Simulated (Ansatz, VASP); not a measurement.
## One calculation of Cu, two programs

The input INCAR:

```
ALGO = Fast ; EDIFF = 1E-6
ENCUT = 520 ; GGA = PS
ISIF = 2 ; ISMEAR = 0
LASPH = True ; LCHARG = False
LREAL = False ; LWAVE = False
NBANDS = 12 ; NELM = 80
PREC = Accurate ; SIGMA = 0.15
```

KPOINTS

```
k-points
0
Gamma
  24 24 24
```

File POSCAR:

```
Cu
1.0
   -1.4427933200      1.5510028190      1.3760814500
    1.4427933200     -1.5510028190      1.3760814500
    1.4427933200      1.5510028190     -1.3760814500
Cu
1
Direct
    0.0000000000      0.0000000000      0.0000000000
```

Input for Ansatz:

```yaml
crystal:
  lattice:
    - [-1.44279332, 1.551002819, 1.37608145]
    - [1.44279332, -1.551002819, 1.37608145]
    - [1.44279332, 1.551002819, -1.37608145]
  atoms:
    - { symbol: Cu, position: [0.0, 0.0, 0.0] }
basis:
  ecutwfc: 420
kpoints:
  mp_grid: { grid: [24, 24, 24] }
hamiltonian:
  xc: pbesol
scf:
  occupations: { method: gaussian, width: 0.15 }
output:
  forces: true
  stress: true
  eigenvalues: true
```

Change from the starting cell: strain +0.0750 x Voigt [0, 1, 0, 0, 0, 0], atoms carried along.

Alike in both runs: task single point; functional PBEsol; k mesh 24 × 24 × 24; occupations gaussian, width 0.15 eV; no spin polarisation.

|  | VASP | Ansatz |
| --- | --- | --- |
| version | VASP 6.6.1 | Ansatz 0.2.0 |
| potentials or method | VASP PAW PBE potentials, release 64 (Cu), cutoff 520 eV | scalar-relativistic, plane waves, PAW |
| valence electrons in the cell | 11 | 19 |

VASP gave:

```
gap on the k mesh at the Fermi level (eV)                     : none
pressure (GPa)                                                : -10.2
traceless stress, the component that is largest in VASP (GPa) : 1.06
```

Question: Which values does Ansatz return?

Answer: gap on the k mesh at the Fermi level (eV): none; pressure (GPa): -10.9; traceless stress, the component that is largest in VASP (GPa): 1.08.

VASP's potentials were made for PBE, not for PBEsol. A gap of «none» marks a metal or a gap that the smearing closes. The functional is the same, so the differences come from potentials, cutoffs and numerics. VASP's potentials hold 11 valence electrons a cell and Ansatz's 19, so a difference there can come from the potentials and not from the codes.
